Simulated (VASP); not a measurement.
MgO:

```xyz
2
Lattice="0.0000 2.2820 2.2820 2.3276 0.0000 2.2820 2.3276 2.2820 0.0000" Properties=species:S:1:pos:R:3 pbc="T T T"
Mg    0.0000    0.0000    0.0000
O     1.1638    1.1410    1.1410
```

This cell differs from its parent crystal: uniaxial x strain +2.0%.

Base run:

| Item | Value |
| --- | --- |
| Program | VASP 6.6.1 |
| Functional | r2SCAN |
| Potentials or basis | VASP PAW PBE potentials, release 64 (Mg, O) |
| Cutoff | 660 eV |
| k mesh | 10 × 10 × 10 |
| Occupations | gaussian, width 0.01 eV |
| Spin | no spin polarisation |

Its results: band gap on the k mesh 4.19 eV, indirect (the least direct gap lies 2.7 meV higher); pressure -3.2 GPa.

**Question.** The run is repeated on the same cell with these changes: functional from r2SCAN to PBE; cutoff from 660 eV to 600 eV; k mesh from 10 × 10 × 10 to 6 × 6 × 6. What comes out?

**Answer.** Band gap on the k mesh 3.52 eV, direct; pressure 0.8 GPa.

Several settings changed at once, so the effect can't be laid on one alone.

Caveats: the PAW data sets were made with another functional, which shifts forces and pressure a little (some runs).

